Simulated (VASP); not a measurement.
Write the native input for VASP 6.6.1 that does the following.

- Task: single point
- Functional: PBE
- Potentials or basis: VASP PAW PBE potentials, release 64 (Mn_pv, O)
- Cutoff: 520 eV
- k mesh: 12 × 12 × 6
- Occupations: gaussian, width 0.05 eV
- Spin: collinear spin, antiferromagnetic start
- Starting moments: [5.0, -5.0, 0.0, 0.0] μB
- Hubbard terms: Mn d U = 3.9 eV
- Dipole correction: no
- Further INCAR settings: ALGO = Normal; EDIFF = 1e-07; NBANDS = 31

The structure of MnO lies in POSCAR:

```
MnO
1.0
    0.0000000000      2.2220003343      2.2220003343
    4.4440006686      2.2220003343      2.2220003343
    4.4440006686      4.4440006686      0.0000000000
Mn O
2 2
Direct
    0.0000000000      0.0000000000      0.0000000000
    0.0000000000      0.0000000000      0.5000000000
    0.5000000000      0.5000000000      0.0000000000
    0.5000000000      0.5000000000      0.5000000000
```

These files were run (other wordings do the same):

INCAR

```
SYSTEM = MnO
PREC = Accurate ; ENCUT = 520
EDIFF = 1E-7 ; ISMEAR = 0
SIGMA = 0.05 ; LREAL = .False.
LASPH = .True. ; NELM = 150
ALGO = Normal ; ISIF = 2
LWAVE = .False. ; LCHARG = .True.
ISPIN = 2 ; MAGMOM = 5 -5 0 0
LORBIT = 11 ; LMAXMIX = 4
LDAU = .True. ; LDAUTYPE = 2
LDAUL = 2 -1 ; LDAUU = 3.9 0
LDAUJ = 0 0 ; LDAUPRINT = 1
GGA = PE ; LELF = .True.
LVHAR = .True. ; NBANDS = 31
```

KPOINTS

```
Automatic mesh
0
Gamma
  12 12 6
  0 0 0
```

Potentials or basis: VASP PAW PBE potentials, release 64 (Mn_pv, O).

Run with:

```sh
$ cat potpaw_PBE.64/Mn_pv/POTCAR potpaw_PBE.64/O/POTCAR > POTCAR
$ mpirun -np 1 vasp_std > vasp.out
```

It gave:

* Pressure: 6.2 GPa
* Band gap on the k mesh: 0.76 eV
* Net moment: 0.00 μB per cell
* Site moments: Mn +4.61, -4.61; O -0.05, +0.05 μB
* Valence electrons inside the program's atomic spheres: Mn 11.35; O 5.01

Caveat: the cell stands under pressure.

Run time: 6.2 min on 1 thread of Intel(R) Xeon(R) Platinum 8259CL CPU @ 2.50GHz (Skylake/Cascade Lake), with other jobs on the host, peak memory 0.37 GiB.
